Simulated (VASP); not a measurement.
A run of VASP 6.6.1 is set up as follows.

INCAR

```
PREC = Accurate ; ENCUT = 520
EDIFF = 1E-7 ; ISMEAR = 0
SIGMA = 0.15 ; LREAL = False
LASPH = True ; NELM = 60
ALGO = Normal ; ISIF = 2
LWAVE = False ; LCHARG = False
GGA = PE ; NBANDS = 18
```

Contents of KPOINTS:

```
Automatic mesh
0
Gamma
  12 12 12
```

The input POSCAR:

```
BiTe
1.0
    2.3863671562      1.3777697200      3.3172919545
   -2.3863671562      1.3777697200      3.3172919545
    0.0000000000     -2.7555394400      3.3172919545
Bi Te
1 1
Direct
    0.5000000000      0.5000000000      0.5000000000
    0.0000000000      0.0000000000      0.0000000000
```

Potentials or basis: VASP PAW PBE potentials, release 64 (Bi_d, Te).

The run is started by

```bash
$ cat potpaw_PBE.64/Bi_d/POTCAR potpaw_PBE.64/Te/POTCAR > POTCAR
$ mpirun -np 1 vasp_std > vasp.out
```

(1) What does it give for the band gap on the k mesh?

(2) Estimate the pressure.

Results:

(1) zero (an odd number of electrons rules out a gap without spin polarisation).

(2) 1.6 GPa.

Caveat: the cell differs from its parent crystal (strain -0.015 along x and y, +0.000 along z); spin-orbit coupling is left out, which moves the levels of the heavy elements.
